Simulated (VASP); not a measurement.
Al2O3, 5 atoms in the cell. Symmetry: P-3m1, No. 164, trigonal system. Conventional cell: a = 3.086 Å, b = 3.086 Å, c = 7.747 Å, α = 90.00°, β = 90.00°, γ = 120.00°. Within 2.3 Å of Al (site symmetry 3m) lie 4 O at 1.72 to 1.88 Å. Within 2.5 Å of O (site symmetry 3m) lie 3 Al at 1.88 Å. O (site symmetry -3m) has 2 Al at 1.72 Å within 2.3 Å. 

- Program: VASP 6.6.1
- Task: single point
- Functional: r2SCAN
- Dispersion: D3(BJ)
- Potentials or basis: VASP PAW PBE potentials, release 64 (Al, O)
- Cutoff: 520 eV
- k mesh: 12 × 12 × 4
- Occupations: fermi-dirac, width 0.01 eV
- Spin: no spin polarisation
- Dipole correction: no
- Further INCAR settings: ALGO = Normal; EDIFF = 1e-07; NBANDS = 20

Potentials or basis: VASP PAW PBE potentials, release 64 (Al, O).

Launch:

```sh
$ cat potpaw_PBE.64/Al/POTCAR potpaw_PBE.64/O/POTCAR > POTCAR
$ cp INCAR.step1 INCAR
$ mpirun -np 1 vasp_std > vasp.out
$ cp INCAR.step2 INCAR
$ mpirun -np 1 vasp_std > vasp.out
```

Hardware: 1 thread of Intel(R) Xeon(R) 6975P-C (Granite Rapids), on a shared host.

Problem. Estimate the wall time of this run.

Solution. Run time: 2.1 min on 1 thread of Intel(R) Xeon(R) 6975P-C (Granite Rapids), with other jobs on the host, peak memory 0.22 GiB. Counts: k points 69.
